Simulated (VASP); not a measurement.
Crystal: Sc3Cu2.

```
Sc Cu
1.0
     4.29066    0.00000    0.00000
    -2.14533    3.71582    0.00000
     0.00000    0.00000    5.26879
Sc Cu
3 2
Direct
  0.00000 0.00000 0.00000
  0.33333 0.66667 0.64493
  0.66667 0.33333 0.35507
  0.33333 0.66667 0.15687
  0.66667 0.33333 0.84313
```

The cell was built from a structure type or drawn by symmetry, and may not be a known phase.

| Property | Result |
| --- | --- |
| Program | VASP 6.6.1 |
| Task | relaxation of cell and atoms |
| Functional | PBE |
| Potentials or basis | VASP PAW PBE potentials, release 64 (Sc_sv, Cu) |
| Cutoff | 600 eV |
| k mesh | 6 × 6 × 4 |
| Occupations | gaussian, width 0.1 eV |
| Spin | no spin polarisation |

At the start: pressure 17.5 GPa; volume 16.80 Å³/atom.

**Question.** Where does the relaxation end?

**Answer.** Over 9 steps the energy falls by 159.5 meV/atom and the volume is 20.00 Å³/atom (+19.0 %); space group P-3m1 (No. 164, to 0.1 Å) before and after.

The path:
```csv
step,energy change (eV),largest force (eV/Å),pressure (GPa),volume (Å³)
1,0.0000,0.5677,17.49,84.00
2,-0.6065,0.4892,-5.27,108.33
3,-0.7565,0.4419,-0.11,99.63
4,-0.7758,0.3094,-0.04,99.64
5,-0.7949,0.0510,0.24,99.67
6,-0.7951,0.0610,0.20,99.67
7,-0.7963,0.0504,-0.17,100.16
8,-0.7964,0.0481,-0.24,100.27
9,-0.7973,0.0345,-0.05,100.00
```

Final structure:
```xyz
5
Lattice="4.5343 0.0000 0.0000 -2.2672 3.9268 0.0000 0.0000 0.0000 5.6164" Properties=species:S:1:pos:R:3 pbc="T T T"
Sc    4.5343    0.0000    0.0000
Sc    0.0000    2.6179    3.6986
Sc    2.2672    1.3089    1.9177
Cu    0.0000    2.6179    0.8138
Cu    2.2672    1.3089    4.8025
```

Caveat: the volume moved by over 15 % at a fixed basis, so the end points are rough.
